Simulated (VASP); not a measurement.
Nb3B5:

```
Nb B
1.0
     3.18414    0.01295   -0.02777
    -1.58086    2.66312    0.04321
    -0.08580    0.10460    9.56204
Nb B
3 5
Direct
  0.99137 0.98533 0.16183
  0.02116 0.01610 0.84177
  0.00270 0.97328 0.49594
  0.33376 0.67094 0.98887
  0.38758 0.69698 0.32766
  0.64143 0.33466 0.32615
  0.31912 0.67795 0.67727
  0.63622 0.31142 0.68051
```

| Property | Result |
| --- | --- |
| Program | VASP 6.6.1 |
| Task | relaxation of cell and atoms |
| Functional | PBE |
| Potentials or basis | VASP PAW PBE potentials, release 64 (Nb_sv, B) |
| Cutoff | 600 eV |
| k mesh | 12 × 12 × 2 |
| Occupations | gaussian, width 0.2 eV |
| Spin | no spin polarisation |

At the start: pressure 3.9 GPa; volume 10.16 Å³/atom.

How do energy, volume and symmetry change on relaxing?

Over 14 steps the energy falls by 97.9 meV/atom; space group P-6m2 (No. 187, to 0.05 Å).

Step by step:
```tsv
step	energy change (eV)	largest force (eV/Å)	pressure (GPa)	volume (Å³)
1	0.0000	2.3481	3.94	81.26
2	-0.6409	0.5286	-8.67	84.18
3	-0.6527	0.7260	-7.58	83.81
4	-0.6745	0.5454	9.01	78.78
5	-0.7569	0.4137	0.72	81.06
6	-0.7787	0.1225	0.07	81.23
7	-0.7788	0.1270	0.06	81.23
8	-0.7814	0.0692	-0.11	81.28
9	-0.7819	0.0806	-0.23	81.32
10	-0.7828	0.0452	0.26	81.17
11	-0.7828	0.0419	0.33	81.14
12	-0.7831	0.0428	-0.21	81.31
13	-0.7832	0.0396	-0.14	81.28
14	-0.7834	0.0178	-0.03	81.25
```

Final structure:
```yaml
crystal:
  lattice:
    - [3.12219, 0.00001, 0.00021]
    - [-1.56139, 2.70406, 0.00013]
    - [0.00025, 0.00130, 9.62396]
  atoms:
    - { symbol: Nb, position: [0.00045, 0.00014, 0.15785] }
    - { symbol: Nb, position: [0.99956, 0.99984, 0.84229] }
    - { symbol: Nb, position: [0.00020, 0.00012, 0.49996] }
    - { symbol: B, position: [0.33322, 0.66657, 0.00010] }
    - { symbol: B, position: [0.33367, 0.66678, 0.32938] }
    - { symbol: B, position: [0.66728, 0.33353, 0.32386] }
    - { symbol: B, position: [0.33274, 0.66636, 0.67054] }
    - { symbol: B, position: [0.66621, 0.33332, 0.67602] }
```
